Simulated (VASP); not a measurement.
A run of VASP 6.6.1 is set up as follows.

The input INCAR:

```
SYSTEM = GaP
PREC     = Accurate       ! precision mode
ENCUT    = 520            ! plane-wave cutoff, eV
EDIFF    = 1E-6           ! SCF threshold, eV
ISMEAR   = 0              ! smearing method
SIGMA    = 0.02           ! smearing width, eV
LREAL    = .FALSE.        ! projectors in reciprocal space
LASPH    = .TRUE.         ! aspherical terms in the spheres
NELM     = 100            ! most SCF steps
ALGO     = Normal         ! electronic algorithm
ISIF     = 2              ! what is computed and relaxed
LWAVE    = .FALSE.        ! write WAVECAR
LCHARG   = .FALSE.        ! write CHGCAR
GGA      = PE             ! functional
NBANDS   = 26             ! bands
```

The input KPOINTS:

```
Automatic mesh
0
G
  8 8 6
  0 0 0
```

POSCAR

```
GaP
1.0
    2.7112701137      2.7112701137      0.0000000000
   -2.7112701137      2.7112701137      0.0000000000
    0.0000000000      0.0000000000      5.5546630350
Ga P
2 2
Direct
    0.0000000000      0.0000000000      0.0000000000
    0.5000000000      0.5000000000      0.5000000000
    0.5000000000      0.0000000000      0.7500000000
    0.0000000000      0.5000000000      0.2500000000
```

Potentials or basis: VASP PAW PBE potentials, release 64 (Ga_d, P).

The run is started by

```bash
$ cat potpaw_PBE.64/Ga_d/POTCAR potpaw_PBE.64/P/POTCAR > POTCAR
$ mpirun -np 1 vasp_std > vasp.out
```

Question: Estimate the band gap on the k mesh.

Answer: 1.54 eV.

Question: Predict the pressure.

Answer: 1.6 GPa.

Stress tensor (GPa, compression positive):
```
2.22 0.00 0.00
0.00 2.22 0.00
0.00 0.00 0.35
```

Caveat: the cell differs from its parent crystal (biaxial strain in the a-b plane: -1.5 %). A k mesh can miss the band edges.
